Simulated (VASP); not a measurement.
A run of VASP 6.6.1 is set up as follows.

The input INCAR:

```
PREC = Accurate
ENCUT = 520
EDIFF = 1E-6
ISMEAR = 0
SIGMA = 0.15
LREAL = F
LASPH = T
NELM = 80
ALGO = Fast
ISIF = 2
LWAVE = F
LCHARG = F
GGA = PE
NBANDS = 18
```

The input KPOINTS:

```
Automatic mesh
0
Gamma
  16 16 16
```

Contents of POSCAR:

```
ZnCu
1.0
    2.9578185208     -0.3624641967     -0.3624641967
   -0.3624641967      2.9578185208     -0.3624641967
   -0.3624641967     -0.3624641967      2.9578185208
Zn Cu
1 1
Direct
    0.5000000000      0.5000000000      0.5000000000
    0.0000000000      0.0000000000      0.0000000000
```

Potentials or basis: VASP PAW PBE potentials, release 64 (Zn, Cu).

Launch:

```bash
$ cat potpaw_PBE.64/Zn/POTCAR potpaw_PBE.64/Cu/POTCAR > POTCAR
$ mpirun -np 1 vasp_std > vasp.out
```

**Question.** What does it give for the pressure?

**Answer.** 57.9 GPa.

Stress tensor (GPa, compression positive):
```
57.94 63.53 63.53
63.53 57.94 63.53
63.53 63.53 57.94
```
